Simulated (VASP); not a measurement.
Here is a VASP 6.6.1 calculation.

POSCAR

```
H8CO6
1.0
    5.8925310000      0.0000000000      0.0000000000
    0.0000000000      5.8925310000      0.0000000000
    0.0000000000      0.0000000000      5.8925310000
O H C
6 8 1
Direct
    0.2091291501      0.4335827847      0.6234842040
    0.1477633295      0.7942936575      0.3010421159
    0.8360244520      0.1922942790      0.3910204291
    0.6043243557      0.2764007521      0.7754562513
    0.6833735792      0.6479558614      1.1837018762
    0.8898213688      0.7415489201      0.8529781176
    0.1153833556      0.5289407896      0.7232376037
    0.1338474078      0.3398539609      0.5130732448
    0.2850388059      0.8856465923      0.3103589951
    0.1843520212      0.6630936689      0.3913428712
    0.9048912937      0.0482644894      0.3900361322
    0.7864701942      0.2367743165      0.5358648092
    0.5500352904      0.1970460571      0.9011407831
    0.4608036852      0.3464894796      0.7247649609
    0.7870811371      0.7057069365      1.0159131959
```

The input INCAR.step1:

```
SYSTEM = H8CO6
PREC     = Accurate       ! precision mode
ENCUT    = 520            ! plane-wave cutoff, eV
ISMEAR   = -1             ! smearing method
SIGMA    = 0.05           ! smearing width, eV
LREAL    = Auto         
LASPH    = .TRUE.         ! aspherical terms in the spheres
NELM     = 60             ! most SCF steps
NBANDS   = 37             ! bands
GGA      = PE             ! functional
ALGO     = Normal         ! electronic algorithm
EDIFF    = 1E-4           ! SCF threshold, eV
LWAVE    = .TRUE.         ! write WAVECAR
LCHARG   = .FALSE.        ! write CHGCAR
```

The input INCAR.step2:

```
SYSTEM = H8CO6
PREC     = Accurate       ! precision mode
ENCUT    = 520            ! plane-wave cutoff, eV
EDIFF    = 1E-6           ! SCF threshold, eV
ISMEAR   = -1             ! smearing method
SIGMA    = 0.05           ! smearing width, eV
LREAL    = Auto         
LASPH    = .TRUE.         ! aspherical terms in the spheres
NELM     = 60             ! most SCF steps
ALGO     = Normal         ! electronic algorithm
ISIF     = 2              ! what is computed and relaxed
LWAVE    = .FALSE.        ! write WAVECAR
LCHARG   = .FALSE.        ! write CHGCAR
METAGGA  = R2SCAN         ! meta-GGA
LMIXTAU  = .TRUE.       
NBANDS   = 37             ! bands
ISTART   = 1
```

File KPOINTS:

```
regular mesh
0
G
  1 1 1
  0 0 0
```

Potentials or basis: VASP PAW PBE potentials, release 64 (O, H, C).

Launch:

```sh
$ cat potpaw_PBE.64/O/POTCAR potpaw_PBE.64/H/POTCAR potpaw_PBE.64/C/POTCAR > POTCAR
$ cp INCAR.step1 INCAR
$ mpirun -np 1 vasp_gam > vasp.out
$ cp INCAR.step2 INCAR
$ mpirun -np 1 vasp_gam > vasp.out
```

(1) What does it give for the pressure?

(2) Predict the largest force.

Results:

(1) 0.1 GPa.

(2) 5.528 eV/Å.

Caveat: the k points lie up to 1.07 Å⁻¹ apart; the PAW data sets were made with another functional, which shifts forces and pressure a little.
